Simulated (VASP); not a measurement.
A run of VASP 6.6.1:

File INCAR:

```
PREC     = Accurate       # precision mode
ENCUT    = 750            # plane-wave cutoff, eV
EDIFF    = 1E-7           # SCF threshold, eV
ISMEAR   = 0              # smearing method
SIGMA    = 0.2            # smearing width, eV
LREAL    = F              # projectors in reciprocal space
LASPH    = T              # aspherical terms in the spheres
NELM     = 200            # most SCF steps
ALGO     = Normal         # electronic algorithm
ISIF     = 3              # what is computed and relaxed
LWAVE    = F              # write WAVECAR
LCHARG   = F              # write CHGCAR
GGA      = PE             # functional
IBRION   = 2              # ionic algorithm
NSW      = 36             # ionic steps
EDIFFG   = -0.08          # ionic threshold
GGA_COMPAT= F            
NELMIN   = 4            
LMAXMIX  = 6              # l up to which the mixer works
```

KPOINTS

```
regular mesh
0
Gamma
  3 5 3
```

The input POSCAR:

```
Li4TmGe
1.0
    5.3473978000      0.0000000000      0.0000000000
    0.0000000000      3.1017435600      0.0000000000
   -0.0057594400      0.0000000000      5.3623052900
Li Tm Ge
4 1 1
Direct
    0.2446477700      0.0000000000      0.3246424200
    0.2382599900      0.5000000000      0.8425435400
    0.7617400100      0.5000000000      0.1574564600
    0.7553522300      0.0000000000      0.6753575800
    0.0000000000      0.5000000000      0.5000000000
    0.0000000000      0.0000000000      0.0000000000
```

Potentials or basis: VASP PAW PBE potentials, release 64 (Li_sv, Tm_3, Ge_d), 4f in core.

Launch:

```bash
$ cat potpaw_PBE.64/Li_sv/POTCAR potpaw_PBE.64/Tm_3/POTCAR potpaw_PBE.64/Ge_d/POTCAR > POTCAR
$ mpirun -np 1 vasp_std > vasp.out
```

Hardware: 1 thread of Intel(R) Xeon(R) 6975P-C (Granite Rapids), on a shared host.

Estimate the wall time of this run.

Wall time 5.8 min on 1 thread of Intel(R) Xeon(R) 6975P-C (Granite Rapids) (shared host), peak memory 0.29 GiB. Counts: scf iterations 213, k points 15, ion steps 19.
